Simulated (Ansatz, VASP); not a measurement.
# V in VASP and in Ansatz

```
V
1.0
    -1.51300    1.51300    1.51300
     1.51300   -1.51300    1.51300
     1.51300    1.51300   -1.51300
V
1
Direct
  0.00000 0.00000 0.00000
```

Alike in both runs: task single point; functional PBEsol; k mesh 19 × 19 × 19; occupations fermi-dirac, width 0.03 eV; collinear spin.

|  | VASP | Ansatz |
| --- | --- | --- |
| version | VASP 6.6.1 | Ansatz 0.2.0 |
| potentials or method | VASP PAW PBE potentials, release 64 (V_sv), cutoff 520 eV | all-electron LAPW, scalar-relativistic |

|  | VASP | Ansatz | Ansatz less VASP |
| --- | --- | --- | --- |
| pressure (GPa) | -11.6 | -11.8 | -0.21 |
| net moment per atom (μB) | 0.00 | 0.00 | 0.000 |

VASP's potentials were made for PBE, not for PBEsol. Ansatz ran all-electron here, and VASP with PAW potentials. Ansatz's warnings: seeded moment not kept.
